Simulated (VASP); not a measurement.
# PtS2 in VASP: single point with PBE+D3(BJ)

Aim: the single point of PtS2 with PBE+D3(BJ).

Everything below comes from runs of VASP 6.6.1. Logs are shortened: lines on timing, memory, paths and dates and some standing lists are left out, and cuts for length are marked.

**1. The cell of the first run**

The cell holds a slab with vacuum, 6 atoms: a = 3.542 Å, b = 3.542 Å, c = 22.467 Å, α = 90.00°, β = 90.00°, γ = 120.00°.

**2. Single point, PBE+D3(BJ)**

Input file INCAR:

```
PREC = Accurate
ENCUT = 520
EDIFF = 1E-7
ISMEAR = 0
SIGMA = 0.05
LREAL = False
LASPH = True
NELM = 60
ALGO = Normal
ISIF = 2
LWAVE = False
LCHARG = True
LDIPOL = True
IDIPOL = 3
DIPOL = 0.5 0.5 0.383
GGA = PE
IVDW = 12
LELF = True
LVHAR = True
LVACPOTAV = True
NBANDS = 31
```

Input file KPOINTS:

```
regular mesh
0
Gamma
  9 9 1
```

Input file POSCAR:

```
PtS2
1.0
    3.5415269801      0.0000000000      0.0000000000
   -1.7707634901      3.0670523330      0.0000000000
    0.0000000000      0.0000000000     22.4670671688
S Pt
4 2
Direct
    0.6666666667      0.3333333333      0.2002931654
    0.3333333333      0.6666666667      0.3108342327
    0.3333333333      1.1666666667      0.4550453118
    0.6666666667      0.8333333333      0.5655863791
    0.0000000000      0.0000000000      0.2555636990
    1.0000000000      1.5000000000      0.5103158454
```

Potentials or basis: VASP PAW PBE potentials, release 64 (S, Pt).

Started as:

```console
$ cat potpaw_PBE.64/S/POTCAR potpaw_PBE.64/Pt/POTCAR > POTCAR
$ mpirun -np 1 vasp_std > vasp.out
```

OUTCAR:

```text
PREC = Accurate
   ENCUT = 520
   EDIFF = 1E-7
   ISMEAR = 0
   LREAL = False
   LASPH = True
   NELM = 60
   ISIF = 2
   GGA = PE
   IVDW = 12
 IVDW          = 12

 ion  position               nearest neighbor table
   1  0.667  0.333  0.200-   5 2.39   5 2.39   5 2.39
   2  0.333  0.667  0.311-   5 2.39   5 2.39   5 2.39
   3  0.333  0.167  0.455-   6 2.39   6 2.39   6 2.39
   4  0.667  0.833  0.566-   6 2.39   6 2.39   6 2.39
   5  0.000  0.000  0.256-   1 2.39   1 2.39   1 2.39   2 2.39   2 2.39   2 2.39
   6  0.000  0.500  0.510-   3 2.39   3 2.39   3 2.39   4 2.39   4 2.39   4 2.39

  LATTYP: Found a hexagonal cell.
 ALAT       =     3.5415269801
 C/A-ratio  =     6.3438927036

  Lattice vectors:

 A1 = (   3.5415269801,   0.0000000000,   0.0000000000)
 A2 = (  -1.7707634901,   3.0670523330,   0.0000000000)
 A3 = (   0.0000000000,   0.0000000000,  22.4670671688)

Analysis of symmetry for initial positions (statically):
=====================================================================
 Subroutine PRICEL returns:
 Original cell was already a primitive cell.

 Routine SETGRP: Setting up the symmetry group for a
 hexagonal supercell.

 Subroutine GETGRP returns: Found  4 space group operations
 (whereof  2 operations were pure point group operations)
 out of a pool of 24 trial point group operations.

The static configuration has the point symmetry C_1h.
 The point group associated with its full space group is C_2v.

Analysis of symmetry for dynamics (positions and initial velocities):
=====================================================================
 Subroutine PRICEL returns:
 Original cell was already a primitive cell.

 Routine SETGRP: Setting up the symmetry group for a
 hexagonal supercell.

 Subroutine GETGRP returns: Found  4 space group operations
 (whereof  2 operations were pure point group operations)
 out of a pool of 24 trial point group operations.

The dynamic configuration has the point symmetry C_1h.
 The point group associated with its full space group is C_2v.

 Subroutine INISYM returns: Found  4 space group operations
 (whereof  2 operations are pure point group operations),
 and found     1 'primitive' translations

----------------------------------------------------------------------------------------

                                     Primitive cell

  volume of cell :     244.0384

  direct lattice vectors                    reciprocal lattice vectors
     3.541526980  0.000000000  0.000000000     0.282364078  0.163022976  0.000000000
    -1.770763490  3.067052333  0.000000000     0.000000000  0.326045953  0.000000000
     0.000000000  0.000000000 22.467067169     0.000000000  0.000000000  0.044509592

  length of vectors
     3.541526980  3.541526980 22.467067169     0.326045953  0.326045953  0.044509592

  position of ions in fractional coordinates (direct lattice)
     0.666666667  0.333333333  0.200293165
     0.333333333  0.666666667  0.310834233
     0.333333333  0.166666667  0.455045312
     0.666666667  0.833333333  0.565586379
     0.000000000  0.000000000  0.255563699
     0.000000000  0.500000000  0.510315845

  ion indices of the primitive-cell ions
   primitive index   ion index
                 1           1
                 2           2
                 3           3
                 4           4
                 5           5
                 6           6

----------------------------------------------------------------------------------------

 KPOINTS: regular mesh

Automatic generation of k-mesh.
 Grid dimensions read from file:
 generate k-points for:    9    9    1

 Generating k-lattice:

  Cartesian coordinates                     Fractional coordinates (reciprocal lattice)
     0.031373786  0.018113664  0.000000000     0.111111111  0.000000000  0.000000000
     0.000000000  0.036227328  0.000000000     0.000000000  0.111111111  0.000000000
     0.000000000  0.000000000  0.044509592     0.000000000  0.000000000  1.000000000

  Length of vectors
     0.036227328  0.036227328  0.044509592

  Shift w.r.t. Gamma in fractional coordinates (k-lattice)
     0.000000000  0.000000000  0.000000000

 Subroutine IBZKPT returns following result:
 ===========================================

 Found     25 irreducible k-points:

 Following reciprocal coordinates:
            Coordinates               Weight
  0.000000  0.000000  0.000000      1.000000
  0.111111  0.000000  0.000000      2.000000
  0.000000  0.111111  0.000000      4.000000
  0.222222  0.000000  0.000000      2.000000
  0.000000  0.222222  0.000000      4.000000
  0.333333  0.000000  0.000000      2.000000
[... 16 lines left out ...]
 -0.222222 -0.444444  0.000000      4.000000
  0.444444  0.333333  0.000000      4.000000
   k-points           NKPTS =     25   k-points in BZ     NKDIM =     25   number of bands    NBANDS=     31
   number of dos      NEDOS =    301   number of ions     NIONS =      6
   total plane-waves  NPLWV = 131712
   dimension x,y,z NGX =    28 NGY =   28 NGZ =  168
   dimension x,y,z NGXF=    56 NGYF=   56 NGZF=  336
   ions per type =               4   2
   NGX,Y,Z   is equivalent  to a cutoff of  13.14, 13.14, 12.43 a.u.
   NGXF,Y,Z  is equivalent  to a cutoff of  26.29, 26.29, 24.86 a.u.
 SYSTEM =  unknown system
   PREC   = accura    normal or accurate (medium, high low for compatibility)
   ISTART =      0    job   : 0-new  1-cont  2-samecut
   ICHARG =      2    charge: 1-file 2-atom 10-const
   ISPIN  =      1    spin polarized calculation?
   LNONCOLLINEAR =      F non collinear calculations
   LSORBIT =      F    spin-orbit coupling
   LASPH  =      T    aspherical Exc in radial PAW
   ENCUT  =  520.0 eV  38.22 Ry    6.18 a.u.   6.58  6.58 41.77*2*pi/ulx,y,z
   NELM   =     60;   NELMIN=  2; NELMDL= -5     # of ELM steps
   EDIFF  = 0.1E-06   stopping-criterion for ELM
   LREAL  =      F    real-space projection
   EDIFFG = 0.1E-05   stopping-criterion for IOM
   NSW    =      0    number of steps for IOM
   IBRION =     -1    ionic relax: 0-MD 1-quasi-New 2-CG
   NFREE  =      0    steps in history (QN), initial steepest desc. (CG)
   ISIF   =      2    stress and relaxation
   ISYM   =      2    0-nonsym 1-usesym 2-fastsym
   POTIM  = 0.5000    time-step for ionic-motion
   TEBEG  =    0.0;   TEEND  =   0.0 temperature during run
   PSTRESS=    0.0 pullay stress
   NELECT =      44.0000    total number of electrons
   NUPDOWN=      -1.0000    fix difference up-down
   EMIN   =  10.00;   EMAX   =-10.00  energy-range for DOS
   EFERMI =   0.00;   METHOD = LEGACY
   ISMEAR =     0;   SIGMA  =   0.05  broadening in eV -4-tet -1-fermi 0-gaus
   EFERMI_NEDOS =   21; number of points for ismear=-14 and -15
   IALGO  =     38    algorithm
   IMIX   =      4    mixing-type and parameters
     AMIX     =   0.40;   BMIX     =  1.00
     AMIX_MAG =   1.60;   BMIX_MAG =  1.00
  volume/ion in A,a.u.               =      40.67       274.48
  Fermi-wavevector in a.u.,A,eV,Ry     =   0.924854  1.747720 11.637801  0.855354
  Thomas-Fermi vector in A             =   2.050645
   LORBIT       =      0    0 simple, 1 ext, 2 COOP (PROOUT), +10 PAW based schemes
   GGA     = PE    functional components
   LHFCALC =     F    Hartree Fock is set to
   AEXX    =    0.0000 exact exchange contribution
   IVDW    =    12    specifies the selected vdW correction
   LEPSILON=     F    determine dielectric tensor
   LRPA    =     F    only Hartree local field effects (RPA)
 non-spin polarized calculation
 Gauss-broadening in eV      SIGMA  =   0.05
  energy-cutoff  :      520.00
  volume of cell :      244.04
 maximum number of plane-waves:      6671
   NGX = 13   NGY = 13   NGZ = 83

 number of electron      43.9999999 magnetization

 dipolmoment           0.000000      0.000000     -0.000008 electrons x Angstroem

 Free energy of the ion-electron system (eV)
  ---------------------------------------------------
  ext. energy  EPLUGINS =         0.00000000
  ---------------------------------------------------
  free energy    TOTEN  =       -30.89118401 eV

  energy without entropy =      -30.89118401  energy(sigma->0) =      -30.89118401

 E-fermi :  -0.3102     XC(G=0):  -5.4341

 val. band max:       -0.5344748430   @ k =   0.1111   0.1111   0.0000
 cond. band min:       0.8187073700   @ k =   0.2222   0.0000   0.0000
 fundamental gap:      1.3531822130
 Fermi energy:        -0.3102095315

 k-point     1 :       0.0000    0.0000    0.0000
  band No.  band energies     occupation
      1     -14.9240      2.00000
      2     -14.8624      2.00000
      3     -12.7647      2.00000
      4     -12.6241      2.00000
      5      -6.3939      2.00000
      6      -6.3919      2.00000
[... 23 lines left out ...]
     30       5.3121      0.00000
     31       5.5803      0.00000

 k-point     2 :       0.1111    0.0000    0.0000
  band No.  band energies     occupation
      1     -14.7701      2.00000
      2     -14.7078      2.00000
      3     -12.7911      2.00000
      4     -12.6610      2.00000
      5      -6.4158      2.00000
      6      -6.3651      2.00000
[... 23 lines left out ...]
     30       5.8980      0.00000
     31       6.0019      0.00000

 k-point     3 :       0.0000    0.1111    0.0000
  band No.  band energies     occupation
      1     -14.7695      2.00000
      2     -14.7083      2.00000
      3     -12.7896      2.00000
      4     -12.6625      2.00000
      5      -6.4155      2.00000
      6      -6.3678      2.00000
[... 703 lines left out ...]
     30       7.5141      0.00000
     31       7.8919      0.00000

 k-point    24 :       0.4444    0.3333    0.0000
  band No.  band energies     occupation
      1     -13.1230      2.00000
      2     -13.0873      2.00000
      3     -12.9643      2.00000
      4     -12.9378      2.00000
      5      -6.6492      2.00000
      6      -6.6424      2.00000
[... 23 lines left out ...]
     30       7.5463      0.00000
     31       8.0362      0.00000

 [... further k-points ...]

------------------------ aborting loop because EDIFF is reached ----------------------------------------

 Edisp (eV)   -1.92698

 E8    (eV) :    -0.7984

  FORCE on cell =-STRESS in cart. coord.  units (eV):
  Direction    XX          YY          ZZ          XY          YZ          ZX
  --------------------------------------------------------------------------------------
  -------------------------------------------------------------------------------------
  Total      -0.50941    -0.42195    -0.84132    -0.07574     0.00000    -0.00000
  in kB      -3.34440    -2.77021    -5.52349    -0.49726     0.00000    -0.00000
  external pressure =       -3.88 kB  Pullay stress =        0.00 kB

 VOLUME and BASIS-vectors are now :
 -----------------------------------------------------------------------------
  energy-cutoff  :      520.00
  volume of cell :      244.04
      direct lattice vectors                 reciprocal lattice vectors
     3.541526980  0.000000000  0.000000000     0.282364078  0.163022976  0.000000000
    -1.770763490  3.067052333  0.000000000     0.000000000  0.326045953  0.000000000
     0.000000000  0.000000000 22.467067169     0.000000000  0.000000000  0.044509592

 POSITION                                       TOTAL-FORCE (eV/Angst)
 -----------------------------------------------------------------------------------
      1.77076      1.02235      4.50000        -0.008167     -0.004715      0.037359
     -0.00000      2.04470      6.98353        -0.007322     -0.004228     -0.007583
      0.88538      0.51118     10.22353        -0.007322     -0.004228      0.007583
      0.88538      2.55588     12.70707        -0.008167     -0.004715     -0.037359
      0.00000      0.00000      5.74177         0.015490      0.008943      0.085587
     -0.88538      1.53353     11.46530         0.015490      0.008943     -0.085587
 -----------------------------------------------------------------------------------
    total drift:                               -0.000150     -0.000087     -0.000271

  FREE ENERGIE OF THE ION-ELECTRON SYSTEM (eV)
  ---------------------------------------------------
  free  energy   TOTEN  =       -32.8181690107 eV

  energy  without entropy=      -32.8181690107  energy(sigma->0) =      -32.81816901

 vacuum level on the upper side and lower side of the slab         5.486         5.486
```

It took 2.5 min on 1 thread of Intel Xeon 6975P-C (Granite Rapids), shared host; peak memory 0.42 GiB.

What came out:

```
Free energy                : -32.8182 eV
Largest force              : 0.087 eV/Å
Band gap on the k mesh     : 1.35 eV, indirect (least direct gap 1.46 eV)
Dispersion energy per atom : -0.321 eV
```

Forces on the atoms (eV/Å):
```
S   -0.008 -0.005  0.037
S   -0.007 -0.004 -0.008
S   -0.007 -0.004  0.008
S   -0.008 -0.005 -0.037
Pt   0.015  0.009  0.086
Pt   0.015  0.009 -0.086
```

Levels at points of the mesh, in eV from the valence-band top:
```tsv
k point	band 19	band 20	band 21	band 22	band 23	band 24	band 25	band 26
(0.00, 0.00, 0.00)	-0.57	-0.55	-0.52	-0.46	2.85	2.90	2.94	2.99
```

Caveat: spin-orbit coupling is left out, which moves the levels of the heavy elements.
